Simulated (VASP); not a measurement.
A run of VASP 6.6.1 is set up as follows.

Contents of INCAR:

```
SYSTEM = HfH2
PREC = Accurate
ENCUT = 520
EDIFF = 1E-7
ISMEAR = 0
SIGMA = 0.1
LREAL = .False.
LASPH = .True.
NELM = 60
ALGO = Normal
ISIF = 2
LWAVE = .False.
LCHARG = .False.
GGA = PS
NBANDS = 13
```

The input KPOINTS:

```
regular mesh
0
Gamma
  16 16 16
  0 0 0
```

File POSCAR:

```
HfH2
1.0
   -1.7321345597      1.7321345597      2.1188358167
    1.7321345597     -1.7321345597      2.1188358167
    1.7321345597      1.7321345597     -2.1188358167
Hf H
1 2
Direct
    0.0000000000      0.0000000000      0.0000000000
    0.7500000000      0.2500000000      0.5000000000
    0.2500000000      0.7500000000      0.5000000000
```

Potentials or basis: VASP PAW PBE potentials, release 64 (Hf_pv, H).

Command:

```console
$ cat potpaw_PBE.64/Hf_pv/POTCAR potpaw_PBE.64/H/POTCAR > POTCAR
$ mpirun -np 1 vasp_std > vasp.out
```

(1) Estimate the band gap on the k mesh.

(2) What does it give for the pressure?

## Answers

(1) zero (band 6 reaches 6.17 eV, above the bottom of band 7 at 4.96 eV).

(2) -0.6 GPa.

Caveat: the PAW data sets were made with another functional, which shifts forces and pressure a little; spin-orbit coupling is left out, which moves the levels of the heavy elements.
